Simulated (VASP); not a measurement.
Input of a VASP 6.6.1 run:

Contents of INCAR:

```
PREC = Accurate
ENCUT = 520
EDIFF = 1E-7
ISMEAR = 0
SIGMA = 0.1
LREAL = F
LASPH = T
NELM = 100
ALGO = Normal
ISIF = 2
LWAVE = F
LCHARG = F
GGA = PE
NBANDS = 31
```

The input KPOINTS:

```
Automatic mesh
0
Gamma
  6 6 6
```

The input POSCAR:

```
TiAl3
1.0
   -3.9797267067      3.9797267067      0.0000000000
    0.0000000000      3.9797267067     -3.9797267067
   -3.9797267067      0.0000000000     -3.9797267067
Ti Al
2 6
Direct
    0.5000000000      0.5000000000      0.5000000000
    0.0000000000      0.0000000000      0.0000000000
    0.5000000000      0.0000000000      0.0000000000
    0.0000000000      0.5000000000      0.5000000000
    0.5000000000      0.5000000000      0.0000000000
    0.0000000000      0.0000000000      0.5000000000
    0.5000000000      0.0000000000      0.5000000000
    0.0000000000      0.5000000000      0.0000000000
```

Potentials or basis: VASP PAW PBE potentials, release 64 (Ti_sv, Al).

Launch:

```sh
$ cat potpaw_PBE.64/Ti_sv/POTCAR potpaw_PBE.64/Al/POTCAR > POTCAR
$ mpirun -np 1 vasp_std > vasp.out
```

Problem. What does it give for the pressure?

Solution. 0.0 GPa.

Problem. Estimate the band gap on the k mesh.

Solution. Zero (band 21 reaches 9.54 eV, above the bottom of band 22 at 8.65 eV).
